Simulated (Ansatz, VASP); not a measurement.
# Two plane-wave programs on Sb2S3

Contents of INCAR:

```
SYSTEM = Sb2S3
PREC     = Accurate       ! precision mode
ENCUT    = 400            ! plane-wave cutoff, eV
EDIFF    = 1E-8           ! SCF threshold, eV
ISMEAR   = -1             ! smearing method
SIGMA    = 0.02           ! smearing width, eV
LREAL    = .FALSE.        ! projectors in reciprocal space
LASPH    = .TRUE.         ! aspherical terms in the spheres
NELM     = 120            ! most SCF steps
ALGO     = Normal         ! electronic algorithm
ISIF     = 2              ! what is computed and relaxed
LWAVE    = .FALSE.        ! write WAVECAR
LCHARG   = .FALSE.        ! write CHGCAR
GGA      = PE             ! functional
LEFG     = .TRUE.       
NBANDS   = 72             ! bands
GGA_COMPAT= .FALSE.
```

The input KPOINTS:

```
regular mesh
0
G
  3 7 3
  0 0 0
```

POSCAR

```
Sb2S3
1.0
   11.3110000000      0.0000000000      0.0000000000
    0.0000000000      3.8389000000      0.0000000000
    0.0000000000      0.0000000000     11.2230000000
Sb S
8 12
Direct
    0.4706100000      0.2500000000      0.3259500000
    0.0293900000      0.7500000000      0.8259500000
    0.9706100000      0.2500000000      0.1740500000
    0.5293900000      0.7500000000      0.6740500000
    0.3505900000      0.7500000000      0.0360200000
    0.1494100000      0.2500000000      0.5360200000
    0.8505900000      0.7500000000      0.4639800000
    0.6494100000      0.2500000000      0.9639800000
    0.2921400000      0.2500000000      0.1918100000
    0.2078600000      0.7500000000      0.6918100000
    0.7921400000      0.2500000000      0.3081900000
    0.7078600000      0.7500000000      0.8081900000
    0.5498000000      0.7500000000      0.1230000000
    0.9502000000      0.2500000000      0.6230000000
    0.0498000000      0.7500000000      0.3770000000
    0.4502000000      0.2500000000      0.8770000000
    0.3751000000      0.7500000000      0.4389000000
    0.1249000000      0.2500000000      0.9389000000
    0.8751000000      0.7500000000      0.0611000000
    0.6249000000      0.2500000000      0.5611000000
```

Input for Ansatz:

```yaml
crystal:
  lattice:
    - [11.311, 0.0, 0.0]
    - [0.0, 3.8389, 0.0]
    - [0.0, 0.0, 11.223]
  atoms:
    - { symbol: Sb, position: [0.47061, 0.25, 0.32595] }
    - { symbol: Sb, position: [0.02939, 0.75, 0.82595] }
    - { symbol: Sb, position: [0.97061, 0.25, 0.17405] }
    - { symbol: Sb, position: [0.52939, 0.75, 0.67405] }
    - { symbol: Sb, position: [0.35059, 0.75, 0.03602] }
    - { symbol: Sb, position: [0.14941, 0.25, 0.53602] }
    - { symbol: Sb, position: [0.85059, 0.75, 0.46398] }
    - { symbol: Sb, position: [0.64941, 0.25, 0.96398] }
    - { symbol: S, position: [0.29214, 0.25, 0.19181] }
    - { symbol: S, position: [0.20786, 0.75, 0.69181] }
    - { symbol: S, position: [0.79214, 0.25, 0.30819] }
    - { symbol: S, position: [0.70786, 0.75, 0.80819] }
    - { symbol: S, position: [0.5498, 0.75, 0.123] }
    - { symbol: S, position: [0.9502, 0.25, 0.623] }
    - { symbol: S, position: [0.0498, 0.75, 0.377] }
    - { symbol: S, position: [0.4502, 0.25, 0.877] }
    - { symbol: S, position: [0.3751, 0.75, 0.4389] }
    - { symbol: S, position: [0.1249, 0.25, 0.9389] }
    - { symbol: S, position: [0.8751, 0.75, 0.0611] }
    - { symbol: S, position: [0.6249, 0.25, 0.5611] }
kpoints:
  mp_grid: { grid: [3, 7, 3] }
scf:
  occupations: { method: fermi_dirac, width: 0.02 }
hamiltonian:
  xc: pbe
  pseudopotentials: { kind: paw }
output:
  forces: true
  stress: true
  populations: true
  efg:
    quadrupole_moments_barn: { Sb: -0.543, S: -0.0694 }
    contact_densities: true
```

Alike in both runs: task electric field gradients; functional PBE; k mesh 3 × 7 × 3; occupations fermi-dirac, width 0.02 eV; no spin polarisation.

```csv
,VASP,Ansatz
version,VASP 6.6.1,Ansatz 0.2.0
potentials or method,"VASP PAW PBE potentials, release 64 (Sb, S)","plane-wave PAW, scalar-relativistic"
plane-wave cutoff (eV),400,420
valence electrons in the cell,112,192
```

|  | VASP | Ansatz | Ansatz less VASP |
| --- | --- | --- | --- |
| gap on the k mesh at the Fermi level (eV) | 1.29 | 1.31 | +0.022 |
| pressure (GPa) | 2.5 | 2.5 | +0.08 |
| traceless stress, the component that is largest in VASP (GPa) | 0.64 | 0.59 | -0.050 |
| rms of the force components (eV/Å) | 0.157 | 0.150 | -0.0069 |
| size of Vzz on the site where it differs most (V/Å²) | 150.0 | 159.8 | +9.84 |

Atom by atom the forces differ by 0.008 eV/Å (rms over components). With one functional, cell and mesh, what is left measures potentials, basis and numerics. VASP's potentials hold 112 valence electrons a cell and Ansatz's 192, so a difference there can come from the potentials and not from the codes.

Neither program's run includes spin-orbit coupling.
